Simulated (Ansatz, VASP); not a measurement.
## One calculation of Co, two programs

File INCAR:

```
ALGO = Normal
EDIFF = 1E-6
EDIFFG = -0.01
ENCUT = 600
GGA = PE
IBRION = 2
ISIF = 3
ISMEAR = -1
ISPIN = 2
LASPH = True
LCHARG = False
LMAXMIX = 4
LORBIT = 11
LREAL = False
LWAVE = False
MAGMOM = 1.7
NELM = 150
NSW = 80
PREC = Accurate
SIGMA = 0.05
```

KPOINTS

```
k-points
0
Gamma
  16 16 16
```

POSCAR

```
Co
1.0
   -1.4041371717      1.4041371717      1.4041371717
    1.4041371717     -1.4041371717      1.4041371717
    1.4041371717      1.4041371717     -1.4041371717
Co
1
Direct
    0.0000000000      0.0000000000      0.0000000000
```

Input for Ansatz:

```yaml
crystal:
  lattice:
    - [-1.4041371717, 1.4041371717, 1.4041371717]
    - [1.4041371717, -1.4041371717, 1.4041371717]
    - [1.4041371717, 1.4041371717, -1.4041371717]
  atoms:
    - { symbol: Co, position: [0.0, 0.0, 0.0], spin: 1.7 }
hamiltonian:
  xc: pbe
  pseudopotentials:
    kind: paw
    azcp:
      Co: "pseudopotentials/Co.paw.azcp"
basis:
  ecutwfc: 420
  fft_grid_basis: typed
kpoints:
  mp_grid: { grid: [16, 16, 16], shift: [0, 0, 0] }
magnetization:
  spin_polarized: true
scf:
  occupations: { method: fermi_dirac, width: 0.05 }
relax:
  max_steps: 60
  f_tol: 0.01
  cell: {}
```

Alike in both runs: task relaxation of cell and atoms; functional PBE; k mesh 16 × 16 × 16; occupations fermi-dirac, width 0.05 eV; collinear spin.

|  | VASP | Ansatz |
| --- | --- | --- |
| version | VASP 6.6.1 | Ansatz 0.2.0 |
| potentials or method | VASP PAW PBE potentials, release 64 (Co), cutoff 600 eV | plane waves (420 eV) with PAW, scalar-relativistic |
| valence electrons in the cell | 9 | 17 |

```csv
,VASP,Ansatz,Ansatz less VASP
net moment per atom (μB),1.75,1.78,+0.029
size of the moment on the site where the two differ most (μB),1.77,1.84,+0.074
relaxed volume (Å³/atom),11.05,11.11,+0.060
relaxed length of the cell vector where the two differ most in proportion (Å),2.431,2.435,+0.0044
```

Site moments also hang on the region over which each program counts them. VASP's potentials hold 9 valence electrons a cell and Ansatz's 17, so a difference there can come from the potentials and not from the codes.
